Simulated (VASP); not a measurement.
A run of VASP 6.6.1:

The input INCAR:

```
SYSTEM = Ta
AGGAC    = 1.0          
AGGAX    = 1.0          
ALDAC    = 0.0          
ALDAX    = 1.0          
ALGO     = Normal         ! electronic algorithm
EDIFF    = 1E-7           ! SCF threshold, eV
EDIFFG   = -0.01          ! ionic threshold
ENCUT    = 500            ! plane-wave cutoff, eV
GGA      = B5             ! functional
GGA_COMPAT= .False.      
IBRION   = 2              ! ionic algorithm
ISIF     = 3              ! what is computed and relaxed
ISMEAR   = -1             ! smearing method
LASPH    = .True.         ! aspherical terms in the spheres
LCHARG   = .False.        ! write CHGCAR
LREAL    = .False.        ! projectors in reciprocal space
LWAVE    = .False.        ! write WAVECAR
NELM     = 120            ! most SCF steps
NELMIN   = 4            
NSW      = 60             ! ionic steps
PREC     = Accurate       ! precision mode
SIGMA    = 0.05           ! smearing width, eV
```

The input KPOINTS:

```
k-points
0
Gamma
  11 11 11
  0 0 0
```

Contents of POSCAR:

```
Ta
1.0
   -1.6512800000      1.6512800000      1.6512800000
    1.6512800000     -1.6512800000      1.6512800000
    1.6512800000      1.6512800000     -1.6512800000
Ta
1
Direct
    0.0000000000      0.0000000000      0.0000000000
```

Potentials or basis: VASP PAW PBE potentials, release 64 (Ta_sv_GW).

Run with:

```bash
$ cat potpaw_PBE.64/Ta_sv_GW/POTCAR > POTCAR
$ mpirun -np 1 vasp_std > vasp.out
```

Hardware: 1 thread of AMD EPYC 9R45 96-Core Processor (Zen 5), on a shared host.

Problem. How long does it take, and how much memory?

Solution. It took 63 s on 1 thread of AMD EPYC 9R45 96-Core Processor (Zen 5), with other jobs on the host, peak memory 0.12 GiB. Counts: scf iterations 48, k points 56, ion steps 4.
